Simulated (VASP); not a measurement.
Input of a VASP 6.6.1 run:

Contents of INCAR:

```
SYSTEM = LiSnF3
PREC = Accurate
ENCUT = 520
EDIFF = 1E-6
ISMEAR = 0
SIGMA = 0.1
LREAL = .FALSE.
LASPH = .TRUE.
NELM = 80
ALGO = Normal
ISIF = 2
LWAVE = .FALSE.
LCHARG = .FALSE.
GGA = PE
NBANDS = 27
```

The input KPOINTS:

```
Automatic mesh
0
G
  4 4 4
  0 0 0
```

Contents of POSCAR:

```
LiSnF3
1.0
    3.9464087100      0.0000000000      0.0000000000
    0.0000000000      3.9464087100      0.0000000000
    0.0000000000      0.0000000000      4.4352037900
Li Sn F
1 1 3
Direct
    0.5000000000      0.5000000000      0.5000000000
    0.0000000000      0.0000000000      0.0000000000
    0.0000000000      0.0000000000      0.5000000000
    0.0000000000      0.5000000000      0.0000000000
    0.5000000000      0.0000000000      0.0000000000
```

Potentials or basis: VASP PAW PBE potentials, release 64 (Li_sv, Sn_d, F).

Launch:

```sh
$ cat potpaw_PBE.64/Li_sv/POTCAR potpaw_PBE.64/Sn_d/POTCAR potpaw_PBE.64/F/POTCAR > POTCAR
$ mpirun -np 1 vasp_std > vasp.out
```

Estimate the band gap on the k mesh.

zero (band 19 reaches 8.23 eV, above the bottom of band 20 at 6.95 eV).

Caveat: the k points lie up to 0.40 Å⁻¹ apart; spin-orbit coupling is left out, which moves the levels of the heavy elements.
